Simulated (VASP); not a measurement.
Runs of VASP 6.6.1 on ZnCu. The structure is that of space group R-3m (No. 166), or close to it. The cells are those of the table. 

| cell | further INCAR settings | gap on the mesh (eV) | pressure (GPa) |
| --- | --- | --- | --- |
| a = 3.111 Å, angles 102.9°, 2 atoms | ALGO = Fast; EDIFF = 1e-07; NBANDS = 18 | none | 33.5 |
| a = 3.506 Å, angles 55.6°, 2 atoms | ALGO = Fast; EDIFF = 1e-06; NBANDS = 18 | none | (b) |
| a = 3.090 Å, angles 97.0°, 2 atoms | ALGO = Fast; EDIFF = 1e-07; NBANDS = 18 | none | -2.0 |
| a = 3.040 Å, angles 97.0°, 2 atoms | ALGO = Fast; EDIFF = 1e-06; NBANDS = 18 | none | (a) |
| a = 3.129 Å, angles 73.3°, 2 atoms | ALGO = Fast; EDIFF = 1e-06; NBANDS = 18 | none | 6.4 |

Alike in all rows: task single point; level PBE; potentials or basis VASP PAW PBE potentials, release 64 (Zn, Cu); no spin polarisation; k mesh 16 × 16 × 16; cutoff (eV) 520; smearing gaussian 0.15 eV.

Estimate the missing entries.

(a) 2.6; (b) 11.3.

Caveats: the cell stands under pressure (at least some runs).

A gap of «none» marks levels without a gap at the run's occupations.
